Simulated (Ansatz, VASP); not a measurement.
# Two plane-wave programs on Ga

```
Ga
1.0
    -3.02253    2.65492    1.35140
     2.65492   -3.02253    1.35140
     2.70914    2.70914   -2.02469
Ga
2
Direct
  0.99167 0.00833 0.00000
  0.75833 0.24167 0.50000
```

Alike in both runs: task single point; functional LDA; k mesh 17 × 17 × 11; occupations fermi-dirac, width 0.1 eV; no spin polarisation.

|  | VASP | Ansatz |
| --- | --- | --- |
| version | VASP 6.6.1 | Ansatz 0.2.0 |
| potentials or method | VASP PAW LDA potentials, release 64 (Ga_d), cutoff 520 eV | plane waves (420 eV) with PAW, scalar-relativistic |
| valence electrons in the cell | 26 | 26 |

Ansatz gave:

| Property | Result |
| --- | --- |
| pressure (GPa) | -4.1 |
| traceless stress, the component that is largest in VASP (GPa) | 0.52 |

Q: Which values does VASP return?

A: Pressure (GPa): -4.0; traceless stress, the component that is largest in VASP (GPa): 0.54.

Ansatz warns that its potentials were made for another functional, while VASP's fit it. LDA's correlation is that of Perdew and Zunger in VASP and of Perdew and Wang (1992) in Ansatz.
